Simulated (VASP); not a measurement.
Input of a VASP 6.6.1 run:

File INCAR:

```
SYSTEM = NiO2
PREC = Accurate
ENCUT = 700
EDIFF = 1E-6
ISMEAR = 0
SIGMA = 0.05
LREAL = .False.
LASPH = .True.
NELM = 120
ALGO = Normal
ISIF = 2
LWAVE = .False.
LCHARG = .False.
GGA = CA
NBANDS = 22
GGA_COMPAT = .False.
```

Contents of KPOINTS:

```
Automatic mesh
0
Gamma
  12 12 6
  0 0 0
```

File POSCAR:

```
NiO2
1.0
    2.6872726493      0.0000000000      0.0000000000
   -1.3436363247      2.3272463812      0.0000000000
    0.0000000000      0.0000000000      4.4458238710
Ni O
1 2
Direct
    0.0000000000      0.0000000000      0.5000000000
    0.6666666667      0.3333333333      0.6948483030
    0.3333333333      0.6666666667      0.3051516970
```

Potentials or basis: VASP PAW LDA potentials, release 64 (Ni_sv_GW, O).

Command:

```bash
$ cat potpaw_LDA.64/Ni_sv_GW/POTCAR potpaw_LDA.64/O/POTCAR > POTCAR
$ mpirun -np 1 vasp_std > vasp.out
```

Question: Predict the largest force.

Answer: 2.297 eV/Å.

Question: What does it give for the pressure?

Answer: 28.7 GPa.

Question: What does it give for the band gap on the k mesh?

Answer: 1.02 eV (least direct gap 1.41 eV).

Stress tensor (GPa, compression positive):
```
32.69  0.00  0.00
 0.00 32.69  0.00
 0.00  0.00 20.78
```

Caveat: the stress differs along the axes, from 21 to 33 GPa; the run has no spin polarisation, though such a crystal can be magnetic; forces of over 1 eV/Å act on the atoms, so gaps and moduli don't describe the material at rest. Spin polarisation is off, so any magnetic state and its effect on volume and gap are missing.
